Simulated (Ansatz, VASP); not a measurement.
## I in VASP and in Ansatz

Contents of INCAR:

```
PREC = Accurate ; ENCUT = 520
EDIFF = 1E-6 ; ISMEAR = 0
SIGMA = 0.15 ; LREAL = False
LASPH = True ; NELM = 100
ALGO = Normal ; ISIF = 2
LWAVE = False ; LCHARG = False
GGA = PS ; NBANDS = 10
```

Contents of KPOINTS:

```
regular mesh
0
Gamma
  22 22 22
```

Contents of POSCAR:

```
I
1.0
   -1.5220843711      1.5220843711      4.8160055811
    1.5220843711     -1.5220843711      4.8160055811
    1.5220843711      1.5220843711     -4.8160055811
I
1
Direct
    0.0000000000      0.0000000000      0.0000000000
```

Input for Ansatz:

```yaml
crystal:
  lattice:
    - [-1.5220843711, 1.5220843711, 4.8160055811]
    - [1.5220843711, -1.5220843711, 4.8160055811]
    - [1.5220843711, 1.5220843711, -4.8160055811]
  atoms:
    - { symbol: I, position: [0.0, 0.0, 0.0] }
basis:
  ecutwfc: 420
kpoints:
  mp_grid: { grid: [22, 22, 22] }
hamiltonian:
  xc: pbesol
scf:
  occupations: { method: gaussian, width: 0.15 }
output:
  forces: true
  stress: true
  eigenvalues: true
```

Alike in both runs: task single point; functional PBEsol; k mesh 22 × 22 × 22; occupations gaussian, width 0.15 eV; no spin polarisation.

|  | VASP | Ansatz |
| --- | --- | --- |
| version | VASP 6.6.1 | Ansatz 0.2.0 |
| potentials or method | VASP PAW PBE potentials, release 64 (I), cutoff 520 eV | scalar-relativistic, plane waves, PAW |
| valence electrons in the cell | 7 | 17 |

```csv
,VASP,Ansatz,Ansatz less VASP
gap on the k mesh at the Fermi level (eV),none,none,-
pressure (GPa),4.0,4.0,0.00
"traceless stress, the component that is largest in VASP (GPa)",-4.31,-4.30,+0.008
```

VASP's potentials were made for PBE, not for PBEsol. A gap of «none» marks a metal or a gap that the smearing closes. VASP's potentials hold 7 valence electrons a cell and Ansatz's 17, so a difference there can come from the potentials and not from the codes.

Neither program's run includes spin-orbit coupling.
